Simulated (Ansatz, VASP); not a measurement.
# InAs in VASP and in Ansatz

POSCAR

```
InAs
1.0
    0.0000000000      3.0851363778      3.0851363778
    3.0851363778      0.0000000000      3.0851363778
    3.0851363778      3.0851363778      0.0000000000
In As
1 1
Direct
    0.0000000000      0.0000000000      0.0000000000
    0.2500000000      0.2500000000      0.2500000000
```

Contents of INCAR.step1:

```
SYSTEM = InAs
PREC = Accurate ; ENCUT = 520
ISMEAR = -1 ; SIGMA = 0.02
LREAL = .False. ; LASPH = .True.
NELM = 80 ; NBANDS = 16
GGA = PE ; ALGO = Normal
EDIFF = 1E-4 ; LWAVE = .True.
LCHARG = .False.
```

Contents of INCAR.step2:

```
SYSTEM = InAs
PREC = Accurate ; ENCUT = 520
EDIFF = 1E-6 ; ISMEAR = -1
SIGMA = 0.02 ; LREAL = .False.
LASPH = .True. ; NELM = 80
ALGO = Normal ; ISIF = 2
LWAVE = .False. ; LCHARG = .False.
METAGGA = R2SCAN ; LMIXTAU = .True.
NBANDS = 16 ; ISTART = 1
```

The input KPOINTS:

```
Automatic mesh
0
Gamma
  8 8 8
  0 0 0
```

Input for Ansatz:

```yaml
crystal:
  lattice:
    - [0.0, 3.0851363778, 3.0851363778]
    - [3.0851363778, 0.0, 3.0851363778]
    - [3.0851363778, 3.0851363778, 0.0]
  atoms:
    - { symbol: In, position: [0.0, 0.0, 0.0] }
    - { symbol: As, position: [0.25, 0.25, 0.25] }
kpoints:
  mp_grid: { grid: [8, 8, 8] }
  band_path:
    path:
      - [0.0, 0.0, 0.0]
      - [-0.5, -0.5, 0.0]
      - [-0.375, -0.375, 0.25]
      - [-0.375, 0.0, 0.375]
      - [0.0, 0.0, 0.5]
      - [-0.5, -0.25, 0.25]
    npoints: 1
hamiltonian:
  xc: r2scan
scf:
  occupations: { method: fermi_dirac, width: 0.02 }
  n_extra_bands: 4
output:
  forces: true
  stress: true
  eigenvalues: true
```

Change from the starting cell: hydrostatic strain +1.0%.

Alike in both runs: task single point; functional r2SCAN; k mesh 8 × 8 × 8; occupations fermi-dirac, width 0.02 eV; no spin polarisation.

|  | VASP | Ansatz |
| --- | --- | --- |
| version | VASP 6.6.1 | Ansatz 0.2.0 |
| potentials or method | VASP PAW PBE potentials, release 64 (In_d, As) | plane waves, PAW |
| plane-wave cutoff (eV) | 520 | 500 |
| valence electrons in the cell | 18 | 28 |

|  | VASP | Ansatz | Ansatz less VASP |
| --- | --- | --- | --- |
| pressure (GPa) | -1.6 | -1.6 | +0.01 |

VASP's potentials were made for PBE, not for r2SCAN. VASP's potentials hold 18 valence electrons a cell and Ansatz's 28, so a difference there can come from the potentials and not from the codes.
